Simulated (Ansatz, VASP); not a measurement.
**One calculation of ZnS, two programs**

Contents of INCAR:

```
  ALGO = Normal
  EDIFF = 1E-7
  ENCUT = 520
  GGA = PS
  ISIF = 2
  ISMEAR = 0
  LASPH = True
  LCHARG = False
  LREAL = False
  LWAVE = False
  NBANDS = 16
  NELM = 60
  PREC = Accurate
  SIGMA = 0.1
```

Contents of KPOINTS:

```
k-points
0
Gamma
  6 6 6
```

Contents of POSCAR:

```
ZnS
1.0
    0.0000000000      2.6936828800      2.6936828800
    2.6936828800      0.0000000000      2.6936828800
    2.6936828800      2.6936828800      0.0000000000
Zn S
1 1
Direct
    0.0000000000      0.0000000000      0.0000000000
    0.7500000000      0.7500000000      0.7500000000
```

Input for Ansatz:

```yaml
crystal:
  lattice:
    - [0.0, 2.69368288, 2.69368288]
    - [2.69368288, 0.0, 2.69368288]
    - [2.69368288, 2.69368288, 0.0]
  atoms:
    - { symbol: Zn, position: [0.0, 0.0, 0.0] }
    - { symbol: S, position: [0.75, 0.75, 0.75] }
basis:
  ecutwfc: 420
kpoints:
  mp_grid: { grid: [6, 6, 6] }
hamiltonian:
  xc: pbesol
  pseudopotentials: { kind: paw, azcp: { folder: soft_1 } }
scf:
  occupations: { method: gaussian, width: 0.1 }
output:
  forces: true
  stress: true
  eigenvalues: true
```

Alike in both runs: task single point; functional PBEsol; k mesh 6 × 6 × 6; occupations gaussian, width 0.1 eV; no spin polarisation.

|  | VASP | Ansatz |
| --- | --- | --- |
| version | VASP 6.6.1 | Ansatz 0.2.0 |
| potentials or method | VASP PAW PBE potentials, release 64 (Zn, S), cutoff 520 eV | scalar-relativistic, plane waves, PAW |
| valence electrons in the cell | 18 | 18 |

Ansatz gave:

- gap on the k mesh at the Fermi level (eV): 2.01
- least direct gap on the mesh (eV): 2.01
- pressure (GPa): -1.3

Task: Which values does VASP return?

Result: gap on the k mesh at the Fermi level (eV): 2.02; least direct gap on the mesh (eV): 2.02; pressure (GPa): -1.1.

VASP's potentials were made for PBE, not for PBEsol, and Ansatz warns of the same on its side.
